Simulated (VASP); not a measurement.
Runs of VASP 6.6.1 on ZnSe. The structure is that of space group P6_3/mmc (No. 194), or close to it. The cells are those of the table. 

```csv
task,level,potentials or basis,cell,cutoff (eV),gap on the mesh (eV),pressure (GPa)
single point,PBEsol,"VASP PAW PBE potentials, release 64 (Zn, Se)","a = 3.744, b = 3.744, c = 6.087 Å, angles 90.0, 90.0, 120.0°, 4 atoms",520,none,0.3
single point,LDA,"VASP PAW LDA potentials, release 64 (Zn, Se)","a = 3.705, b = 3.705, c = 6.021 Å, angles 90.0, 90.0, 120.0°, 4 atoms",520,none,0.4
relaxation of cell and atoms,PBE,"VASP PAW PBE potentials, release 64 (Zn, Se)","relaxed from a = 3.529, b = 3.529, c = 5.752 Å, angles 90.0, 90.0, 120.0°, 4 atoms",600,none,0.0
single point,PBE,"VASP PAW PBE potentials, release 64 (Zn, Se)","a = 3.818, b = 3.818, c = 6.183 Å, angles 90.0, 90.0, 120.0°, 4 atoms",520,none,0.2
single point,LDA,"VASP PAW LDA potentials, release 64 (Zn, Se)","a = 3.780, b = 3.780, c = 6.132 Å, angles 90.0, 90.0, 120.0°, 4 atoms",520,none,(a)
```

Alike in all rows: no spin polarisation; k mesh 12 × 12 × 4; smearing fermi-dirac 0.02 eV.

Fill in the values left out.

(a) -4.2.

Caveats: semilocal functionals underestimate gaps, and a narrow one can read as zero; the PAW data sets were made with another functional, which shifts forces and pressure a little (at least some runs); the cell stands under tension (at least some runs).

A k mesh can miss the band edges, and the runs leave out spin-orbit coupling on Se.

A gap of «none» marks levels without a gap at the run's occupations.
